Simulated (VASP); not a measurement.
Wanted: the native input for a VASP 6.6.1 run.

```
Task                   : relaxation of cell and atoms
Functional             : LDA
Potentials or basis    : VASP PAW LDA potentials, release 64 (Zr_sv, S)
Cutoff                 : 600 eV
k mesh                 : 14 × 14 × 14
Occupations            : gaussian, width 0.1 eV
Spin                   : no spin polarisation
Dipole correction      : no
Further INCAR settings : ALGO = Normal; EDIFF = 1e-06; IBRION = 2; EDIFFG = -0.005; NSW = 100; ISIF = 3
```

The structure of ZrS lies in POSCAR:

```
ZrS
1.0
    0.0000000000      2.5690932215      2.5690932215
    2.5690932215      0.0000000000      2.5690932215
    2.5690932215      2.5690932215      0.0000000000
Zr S
1 1
Direct
    0.0000000000      0.0000000000      0.0000000000
    0.5000000000      0.5000000000      0.5000000000
```

These files were run (other wordings do the same):

INCAR

```
SYSTEM = ZrS
PREC = Accurate
ENCUT = 600
EDIFF = 1E-6
ISMEAR = 0
SIGMA = 0.1
LREAL = .FALSE.
LASPH = .TRUE.
NELM = 80
ALGO = Normal
ISIF = 3
LWAVE = .FALSE.
LCHARG = .FALSE.
GGA = CA
IBRION = 2
NSW = 100
EDIFFG = -0.005
```

KPOINTS

```
regular mesh
0
G
  14 14 14
  0 0 0
```

Potentials or basis: VASP PAW LDA potentials, release 64 (Zr_sv, S).

The run is started by

```console
$ cat potpaw_LDA.64/Zr_sv/POTCAR potpaw_LDA.64/S/POTCAR > POTCAR
$ mpirun -np 1 vasp_std > vasp.out
```

It gave:

The relaxed volume is 16.94 Å³/atom and the relaxed cell is a = 3.632 Å, b = 3.632 Å, c = 3.632 Å, α = 60.00°, β = 60.00°, γ = 60.00°. The space group after relaxing (to 0.05 Å) is Fm-3m (No. 225) and the energy gained by relaxing is 0.0 meV/atom. The ionic steps are 3 and the pressure after relaxing is 0.0 GPa.

Wall time 59 s on 1 thread of Intel(R) Xeon(R) Platinum 8559C (Emerald Rapids), on a shared host, peak memory 0.2 GiB.
